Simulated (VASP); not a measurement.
# InSb: single point with PBE

InSb:

```
CELL_PARAMETERS angstrom
0.00000 3.31857 3.31857
3.31857 0.00000 3.31857
3.31857 3.31857 0.00000
ATOMIC_POSITIONS crystal
In 0.00000 0.00000 0.00000
Sb 0.75000 0.75000 0.75000
```

```yaml
Program: VASP 6.6.1
Task: single point
Functional: PBE
Potentials_or_basis: VASP PAW PBE potentials, release 64 (In_d, Sb)
Cutoff: 520 eV
k_mesh: 12 × 12 × 12
Occupations: fermi-dirac, width 0.15 eV
Spin: no spin polarisation
Dipole_correction: no
Further_INCAR_settings: ALGO = Normal; EDIFF = 1e-06; NBANDS = 16
```

```json
{
 "Pressure": "0.0 GPa",
 "Band gap on the k mesh": "zero (filled and empty bands touch)"
}
```

Levels at points of the mesh, in eV from the Fermi level:
```
           k point  band 5  band 6  band 7  band 8  band 9  band 10  band 11  band 12  band 13  band 14
(0.00, 0.00, 0.00)  -14.63  -10.51   -0.83   -0.23   -0.23    -0.23     2.73     2.73     2.73     5.43
(0.50, 0.00, 0.00)  -14.63   -9.32   -5.53   -1.13   -1.13     0.19     3.57     3.57     5.89     7.64
(0.50, 0.50, 0.00)  -14.62   -8.80   -5.85   -2.26   -2.26     1.13     1.24     7.50     7.50     8.11
```

It took 46 s on 1 thread of AMD EPYC 9R45 96-Core Processor (Zen 5), on a shared host, peak memory 0.23 GiB.

Caveat: semilocal functionals underestimate gaps, so a narrow gap can read as zero; spin-orbit coupling is left out, which moves the levels of the heavy elements.
